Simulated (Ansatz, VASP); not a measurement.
**Two plane-wave programs on Zr3AlN4**

```
Zr Al N
1.0
     4.84668    0.00000    0.00000
     0.00000    4.84668    0.00000
     0.00000    0.00000    4.84668
Zr Al N
3 1 4
Direct
  0.00000 0.50000 0.50000
  0.50000 0.00000 0.50000
  0.50000 0.50000 0.00000
  0.00000 0.00000 0.00000
  0.23281 0.23281 0.76719
  0.23281 0.76719 0.23281
  0.76719 0.23281 0.23281
  0.76719 0.76719 0.76719
```

Alike in both runs: functional PBE; k mesh 8 × 8 × 8; occupations gaussian, width 0.1 eV; no spin polarisation.

Ansatz relaxed the structure, and its values are those at the end. VASP's run is a single point on that final structure, the one shown.

|  | VASP | Ansatz |
| --- | --- | --- |
| version | VASP 6.6.1 | Ansatz 0.2.0 |
| potentials or method | VASP PAW PBE potentials, release 64 (Zr_sv, Al, N), cutoff 520 eV | scalar-relativistic, plane waves, PAW |
| valence electrons in the cell | 59 | 59 |

```tsv
	VASP	Ansatz	Ansatz less VASP
gap on the k mesh at the Fermi level (eV)	none	none	-
pressure (GPa)	0.1	0.0	-0.08
rms of the force components (eV/Å)	0.010	0.002	-0.0076
```

A gap of «none» marks a metal or a gap that the smearing closes. The functional is the same, so the differences come from potentials, cutoffs and numerics.
